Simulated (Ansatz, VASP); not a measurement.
**MgI2: VASP beside Ansatz**

INCAR

```
SYSTEM = MgI2
  ALGO = Normal
  EDIFF = 1E-7
  ENCUT = 520
  GGA = PE
  ISIF = 2
  ISMEAR = -1
  LASPH = .TRUE.
  LCHARG = .TRUE.
  LELF = .TRUE.
  LREAL = .FALSE.
  LVHAR = .TRUE.
  LWAVE = .FALSE.
  NBANDS = 15
  NELM = 60
  PREC = Accurate
  SIGMA = 0.02
```

KPOINTS

```
k-points
0
G
  12 12 4
  0 0 0
```

POSCAR

```
MgI2
1.0
    3.9880144954      0.0000000000      0.0000000000
   -1.9940072477      3.6002521252      0.0000000000
    0.0000000000      0.0000000000      6.8733251917
Mg I
1 2
Direct
    0.0000000000      0.0000000000      0.0000000000
    0.3324251757      0.6648503515      0.2462060004
    0.6675748243      0.3351496485      0.7537939996
```

Input for Ansatz:

```yaml
crystal:
  lattice:
    - [3.9880144954, 0.0, 0.0]
    - [-1.9940072477, 3.6002521252, 0.0]
    - [0.0, 0.0, 6.8733251917]
  atoms:
    - { symbol: Mg, position: [0.0, 0.0, 0.0] }
    - { symbol: I, position: [0.3324251757, 0.6648503515, 0.2462060004] }
    - { symbol: I, position: [0.6675748243, 0.3351496485, 0.7537939996] }
kpoints:
  mp_grid: { grid: [12, 12, 4] }
  band_path:
    path:
      - [0.0, 0.0, 0.0]
      - [0.5, 0.0, 0.0]
      - [0.3333333333, 0.3333333333, 0.0]
      - [0.0, 0.0, 0.5]
      - [0.5, 0.0, 0.5]
      - [0.3333333333, 0.3333333333, 0.5]
      - [-0.46875, 0.0, 0.322917]
    npoints: 1
hamiltonian:
  xc: pbe
scf:
  occupations: { method: fermi_dirac, width: 0.02 }
  n_extra_bands: 4
output:
  forces: true
  stress: true
  eigenvalues: true
```

Change from the starting cell: uniaxial_x strain -4.1%.

Alike in both runs: task single point; functional PBE; k mesh 12 × 12 × 4; occupations fermi-dirac, width 0.02 eV; no spin polarisation.

|  | VASP | Ansatz |
| --- | --- | --- |
| version | VASP 6.6.1 | Ansatz 0.2.0 |
| potentials or method | VASP PAW PBE potentials, release 64 (Mg, I) | plane waves, PAW |
| plane-wave cutoff (eV) | 520 | 420 |
| valence electrons in the cell | 16 | 44 |

|  | VASP | Ansatz | Ansatz less VASP |
| --- | --- | --- | --- |
| gap on the k mesh at the Fermi level (eV) | 3.36 | 3.38 | +0.017 |
| pressure (GPa) | 2.2 | 2.3 | +0.06 |
| traceless stress, the component that is largest in VASP (GPa) | 1.12 | 1.12 | +0.003 |
| rms of the force components (eV/Å) | 0.005 | 0.009 | +0.0041 |

Atom by atom the forces differ by 0.004 eV/Å (rms over components). VASP's potentials hold 16 valence electrons a cell and Ansatz's 44, so a difference there can come from the potentials and not from the codes.

Spin-orbit coupling is off throughout.
